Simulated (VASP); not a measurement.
# SnO2 (Pnma) in VASP: electric field gradients with PBE

Aim: the electric field gradients of SnO2 with PBE.

Program: VASP 6.6.1. These are calculated values, not measurements. Logs are shortened: lines on timing, memory, paths and dates and some standing lists are left out, and cuts for length are marked.

## 1. The cell of the first run

The structure is orthorhombic, space group Pnma (No. 62). The conventional cell has a = 9.335 Å, b = 3.225 Å, c = 11.354 Å, α = 90.00°, β = 90.00°, γ = 90.00°. Within 2.8 Å of Sn (site symmetry m) lie 6 O at 2.09 to 2.15 Å. Sn (site symmetry m) has 6 O at 2.08 to 2.15 Å within 2.8 Å. Within 2.8 Å of O (site symmetry m) lie 3 Sn at 2.09 to 2.15 Å and 3 O at 2.71 to 2.72 Å. Within 2.8 Å of O (site symmetry m) lie 3 Sn at 2.08 to 2.11 Å and 1 O at 2.69 Å. Within 2.8 Å of O (site symmetry m) lie 3 Sn at 2.10 to 2.15 Å and 3 O at 2.69 to 2.71 Å. O (site symmetry m) has 3 Sn at 2.09 to 2.12 Å and 1 O at 2.71 Å within 2.8 Å.

## 2. Electric field gradients, PBE

INCAR

```
SYSTEM = SnO2
PREC = Accurate
ENCUT = 520
EDIFF = 1E-8
ISMEAR = -1
SIGMA = 0.02
LREAL = Auto
LASPH = .TRUE.
NELM = 80
ALGO = Normal
ISIF = 2
LWAVE = .FALSE.
LCHARG = .FALSE.
GGA = PE
LEFG = .TRUE.
NBANDS = 122
KPAR = 4
```

KPOINTS

```
Automatic mesh
0
G
  3 6 2
  0 0 0
```

POSCAR

```
SnO2
1.0
    9.3346760000      0.0000000000      0.0000000000
    0.0000000000      3.2245650000      0.0000000000
    0.0000000000      0.0000000000     11.3535500000
Sn O
8 16
Direct
    0.4126370000      0.7500000000      0.6026990000
    0.0873630000      0.2500000000      0.1026990000
    0.9126370000      0.7500000000      0.8973010000
    0.5873630000      0.2500000000      0.3973010000
    0.5524280000      0.2500000000      0.8830200000
    0.4475720000      0.7500000000      0.1169800000
    0.0524280000      0.2500000000      0.6169800000
    0.9475720000      0.7500000000      0.3830200000
    0.9209900000      0.7500000000      0.5712470000
    0.0790100000      0.2500000000      0.4287530000
    0.4209900000      0.7500000000      0.9287530000
    0.5790100000      0.2500000000      0.0712470000
    0.0335570000      0.7500000000      0.2138890000
    0.9664430000      0.2500000000      0.7861110000
    0.5335570000      0.7500000000      0.2861110000
    0.4664430000      0.2500000000      0.7138890000
    0.6156890000      0.7500000000      0.5130640000
    0.3843110000      0.2500000000      0.4869360000
    0.1156890000      0.7500000000      0.9869360000
    0.8843110000      0.2500000000      0.0130640000
    0.8045540000      0.2500000000      0.3521950000
    0.1954460000      0.7500000000      0.6478050000
    0.6954460000      0.7500000000      0.8521950000
    0.3045540000      0.2500000000      0.1478050000
```

Potentials or basis: VASP PAW PBE potentials, release 64 (Sn_d, O).

On the command line:

```bash
> cat potpaw_PBE.64/Sn_d/POTCAR potpaw_PBE.64/O/POTCAR > POTCAR
> mpirun -np 4 vasp_std > vasp.out
```

OUTCAR:

```text
SYSTEM = SnO2
   PREC = Accurate
   ENCUT = 520
   EDIFF = 1E-8
   ISMEAR = -1
   LREAL = Auto
   LASPH = .TRUE.
   NELM = 80
   ISIF = 2
   GGA = PE

 ion  position               nearest neighbor table
   1  0.413  0.750  0.603-  22 2.09  18 2.10  18 2.10  16 2.11  16 2.11  17 2.15   4 3.27   4 3.27
                             7 3.73   7 3.73
   2  0.087  0.250  0.103-  24 2.09  19 2.10  19 2.10  13 2.11  13 2.11  20 2.15   3 3.27   3 3.27
                             6 3.73   6 3.73
   3  0.913  0.750  0.897-  23 2.09  20 2.10  20 2.10  14 2.11  14 2.11  19 2.15   2 3.27   2 3.27
                             5 3.73   5 3.73
   4  0.587  0.250  0.397-  21 2.09  17 2.10  17 2.10  15 2.11  15 2.11  18 2.15   1 3.27   1 3.27
                             8 3.73   8 3.73
   5  0.552  0.250  0.883-  16 2.08  11 2.09  11 2.09  23 2.12  23 2.12  12 2.15   6 3.26   6 3.26
                             3 3.73   3 3.73
   6  0.448  0.750  0.117-  15 2.08  12 2.09  12 2.09  24 2.12  24 2.12  11 2.15   5 3.26   5 3.26
                             2 3.73   2 3.73
   7  0.052  0.250  0.617-  14 2.08   9 2.09   9 2.09  22 2.12  22 2.12  10 2.15   8 3.26   8 3.26
                             1 3.73   1 3.73
   8  0.948  0.750  0.383-  13 2.08  10 2.09  10 2.09  21 2.12  21 2.12   9 2.15   7 3.26   7 3.26
                             4 3.73   4 3.73
   9  0.921  0.750  0.571-   7 2.09   7 2.09   8 2.15
  10  0.079  0.250  0.429-   8 2.09   8 2.09   7 2.15
  11  0.421  0.750  0.929-   5 2.09   5 2.09   6 2.15
  12  0.579  0.250  0.071-   6 2.09   6 2.09   5 2.15
  13  0.034  0.750  0.214-   8 2.08   2 2.11   2 2.11
  14  0.966  0.250  0.786-   7 2.08   3 2.11   3 2.11
[... 8 lines left out ...]
  23  0.695  0.750  0.852-   3 2.09   5 2.12   5 2.12
  24  0.305  0.250  0.148-   2 2.09   6 2.12   6 2.12

  LATTYP: Found a simple orthorhombic cell.
 ALAT       =     3.2245650000
 B/A-ratio  =     2.8948636483
 C/A-ratio  =     3.5209555397

  Lattice vectors:

 A1 = (   0.0000000000,  -3.2245650000,   0.0000000000)
 A2 = (   9.3346760000,   0.0000000000,   0.0000000000)
 A3 = (   0.0000000000,   0.0000000000,  11.3535500000)

Analysis of symmetry for initial positions (statically):
=====================================================================
 Subroutine PRICEL returns:
 Original cell was already a primitive cell.

 Routine SETGRP: Setting up the symmetry group for a
 simple orthorhombic supercell.

[... 2118 lines left out ...]
  Direction    XX          YY          ZZ          XY          YZ          ZX
  --------------------------------------------------------------------------------------
  -------------------------------------------------------------------------------------
  Total        0.8071571      0.3153431     -0.0516081     -0.0000000      0.0000000      0.0000000
  in kB        3.7841350      1.4783996     -0.2419505     -0.0000000      0.0000000      0.0000000
  external PRESSURE =       1.6735280 kB  Pullay stress =       0.0000000 kB

 VOLUME and BASIS-vectors are now :
 -----------------------------------------------------------------------------
  energy-cutoff  :      520.00
  volume of cell :      341.74
      direct lattice vectors                 reciprocal lattice vectors
     9.334676000  0.000000000  0.000000000     0.107127446  0.000000000  0.000000000
     0.000000000  3.224565000  0.000000000     0.000000000  0.310119349  0.000000000
     0.000000000  0.000000000 11.353550000     0.000000000  0.000000000  0.088078178

 POSITION                                       TOTAL-FORCE (eV/Angst)
 -----------------------------------------------------------------------------------
      3.85183      2.41842      6.84277         0.124309     -0.000000     -0.040428
      0.81551      0.80614      1.16600        -0.124309     -0.000000     -0.040428
      8.51917      2.41842     10.18755         0.124309     -0.000000      0.040428
      5.48284      0.80614      4.51078        -0.124309     -0.000000      0.040428
      5.15674      0.80614     10.02541        -0.005033     -0.000000      0.074368
      4.17794      2.41842      1.32814         0.005033      0.000000     -0.074368
[... 16 lines left out ...]
      6.49176      2.41842      9.67544         0.042074      0.000000     -0.045138
      2.84291      0.80614      1.67811        -0.042074      0.000000      0.045138
 -----------------------------------------------------------------------------------
    total drift:                                0.000000      0.000000     -0.000000

  FREE ENERGIE OF THE ION-ELECTRON SYSTEM (eV)
  ---------------------------------------------------
  free  energy   TOTEN  =      -147.2305342003 eV

  energy  without entropy=     -147.2305342003  energy(sigma->0) =     -147.23053420

 Electric field gradients (V/A^2)
---------------------------------------------------------------------
 ion       V_xx      V_yy      V_zz      V_xy      V_xz      V_yz
---------------------------------------------------------------------
   1      32.374   -65.094    32.721    -0.000    27.673     0.000
   2      32.374   -65.094    32.721    -0.000   -27.673     0.000
   3      32.374   -65.094    32.721    -0.000   -27.673    -0.000
   4      32.374   -65.094    32.721    -0.000    27.673     0.000
   5      58.850   -66.695     7.845     0.000     6.704    -0.000
   6      58.850   -66.695     7.845     0.000     6.704    -0.000
[... 16 lines left out ...]
  23      57.668    50.647  -108.315    -0.000    11.636    -0.000
  24      57.668    50.647  -108.315     0.000    11.636    -0.000
---------------------------------------------------------------------

 Electric field gradients after diagonalization (V/A^2)
 (convention: |V_zz| > |V_xx| > |V_yy|)
----------------------------------------------------------------------
 ion       V_xx      V_yy      V_zz     asymmetry (V_yy - V_xx)/ V_zz
----------------------------------------------------------------------
   1      60.221     4.873   -65.094       0.850
   2      60.221     4.873   -65.094       0.850
   3      60.221     4.873   -65.094       0.850
   4      60.221     4.873   -65.094       0.850
   5      59.716     6.978   -66.695       0.791
   6      59.716     6.978   -66.695       0.791
[... 16 lines left out ...]
  23      58.480    50.647  -109.127       0.072
  24      58.480    50.647  -109.127       0.072
----------------------------------------------------------------------

           NMR quadrupolar parameters

 Cq : quadrupolar parameter    Cq=e*Q*V_zz/h
 eta: asymmetry parameters     (V_yy - V_xx)/ V_zz
 Q  : nuclear electric quadrupole moment in mb (millibarn)
----------------------------------------------------------------------
 ion       Cq(MHz)       eta       Q (mb)
----------------------------------------------------------------------
   1      -0.157       0.850       1.000
   2      -0.157       0.850       1.000
   3      -0.157       0.850       1.000
   4      -0.157       0.850       1.000
   5      -0.161       0.791       1.000
   6      -0.161       0.791       1.000
[... 16 lines left out ...]
  23      -0.264       0.072       1.000
  24      -0.264       0.072       1.000
----------------------------------------------------------------------
```

OSZICAR:

```text
N       E                     dE             d eps       ncg     rms          rms(c)
DAV:   1     0.383322752537E+04    0.38332E+04   -0.90128E+04  4336   0.257E+03
DAV:   2     0.804801987417E+03   -0.30284E+04   -0.28930E+04  4056   0.833E+02
DAV:   3    -0.703044439820E+02   -0.87511E+03   -0.83839E+03  4326   0.320E+02
DAV:   4    -0.167426694224E+03   -0.97122E+02   -0.95225E+02  4568   0.117E+02
DAV:   5    -0.171358338826E+03   -0.39316E+01   -0.38988E+01  4568   0.238E+01    0.302E+01
DAV:   6    -0.146664772701E+03    0.24694E+02   -0.97121E+01  5992   0.737E+01    0.108E+01
DAV:   7    -0.147362451218E+03   -0.69768E+00   -0.11241E+01  4272   0.100E+01    0.666E+00
DAV:   8    -0.147316497408E+03    0.45954E-01   -0.17809E+00  5552   0.659E+00    0.193E+00
DAV:   9    -0.147223152147E+03    0.93345E-01   -0.55370E-01  5544   0.497E+00    0.305E-01
DAV:  10    -0.147229349860E+03   -0.61977E-02   -0.44278E-02  4416   0.887E-01    0.222E-01
DAV:  11    -0.147230468344E+03   -0.11185E-02   -0.26155E-03  5432   0.247E-01    0.793E-02
DAV:  12    -0.147230520216E+03   -0.51873E-04   -0.83975E-04  5480   0.165E-01    0.242E-02
DAV:  13    -0.147230535368E+03   -0.15152E-04   -0.20146E-04  5664   0.670E-02    0.129E-02
DAV:  14    -0.147230534582E+03    0.78547E-06   -0.12930E-05  4784   0.209E-02    0.813E-03
DAV:  15    -0.147230534087E+03    0.49498E-06   -0.11716E-05  5600   0.213E-02    0.210E-03
DAV:  16    -0.147230534123E+03   -0.35481E-07   -0.13919E-06  4616   0.618E-03    0.141E-03
DAV:  17    -0.147230534192E+03   -0.68845E-07   -0.31581E-07  5120   0.234E-03    0.785E-04
DAV:  18    -0.147230534200E+03   -0.85529E-08   -0.29618E-08  3176   0.895E-04
   1 F= -.14723053E+03 E0= -.14723053E+03  d E =-.316966E-10
```

stdout:

```text
POSCAR found type information on POSCAR SnO
 POSCAR found :  2 types and      24 ions
 scaLAPACK will be used
 LDA part: xc-table for (Slater+PW92), standard interpolation
 POSCAR, INCAR and KPOINTS ok, starting setup
 FFT: planning ... GRIDC
 FFT: planning ... GRID_SOFT
 FFT: planning ... GRID
 WAVECAR not read
 entering main loop
ion   1

ion   2

ion   3

ion   4

ion   5

ion   6

ion   7

ion   8

ion   9

ion  10

ion  11

ion  12

ion  13

ion  14

ion  15

ion  16

ion  17

ion  18

ion  19

ion  20

ion  21

ion  22

ion  23

ion  24
```

It took 9.3 min on 4 MPI ranks of AMD EPYC 9755, shared host; peak memory 0.6 GiB.

Results:

```
Free energy                             : -147.2305 eV
Pressure                                : 0.2 GPa
Largest force                           : 0.131 eV/Å
Band gap on the k mesh                  : 1.21 eV
Largest electric field gradient by atom : Sn -65.1, -66.7 (each value once); O -68.0, -116.6, -69.6, -109.1 (each value once) V/Å²
```

Forces in eV/Å, atoms in the order of the input:
```
Sn   0.124  0.000 -0.040
Sn  -0.124  0.000 -0.040
Sn   0.124  0.000  0.040
Sn  -0.124  0.000  0.040
Sn  -0.005  0.000  0.074
Sn   0.005  0.000 -0.074
Sn  -0.005  0.000 -0.074
Sn   0.005  0.000  0.074
O    0.000  0.000  0.022
O    0.000  0.000 -0.022
O    0.000  0.000 -0.022
O    0.000  0.000  0.022
O   -0.078  0.000  0.015
O    0.078  0.000 -0.015
O   -0.078  0.000 -0.015
O    0.078  0.000  0.015
O    0.040  0.000 -0.036
O   -0.040  0.000  0.036
O    0.040  0.000  0.036
O   -0.040  0.000 -0.036
O   -0.042  0.000 -0.045
O    0.042  0.000  0.045
O    0.042  0.000 -0.045
O   -0.042  0.000  0.045
```

Stress tensor (GPa, compression positive):
```
 0.38  0.00  0.00
 0.00  0.15  0.00
 0.00  0.00 -0.02
```

Electric field gradients, principal values (V/Å²):
```tsv
atom	least	middle	greatest (by size)
1 Sn	4.873	60.221	-65.094
2 Sn	4.873	60.221	-65.094
3 Sn	4.873	60.221	-65.094
4 Sn	4.873	60.221	-65.094
5 Sn	6.978	59.716	-66.695
6 Sn	6.978	59.716	-66.695
7 Sn	6.978	59.716	-66.695
8 Sn	6.978	59.716	-66.695
9 O	32.746	35.250	-67.996
10 O	32.746	35.250	-67.996
11 O	32.746	35.250	-67.996
12 O	32.746	35.250	-67.996
13 O	53.465	63.168	-116.633
14 O	53.465	63.168	-116.633
15 O	53.465	63.168	-116.633
16 O	53.465	63.168	-116.633
17 O	32.546	37.088	-69.634
18 O	32.546	37.088	-69.634
19 O	32.546	37.088	-69.634
20 O	32.546	37.088	-69.634
21 O	50.647	58.480	-109.127
22 O	50.647	58.480	-109.127
23 O	50.647	58.480	-109.127
24 O	50.647	58.480	-109.127
```

Caveat: without QUAD_EFG the Cq values of the log hold for a quadrupole moment of 1 mb, not for the nuclei; spin-orbit coupling is left out, which moves the levels of the heavy elements.
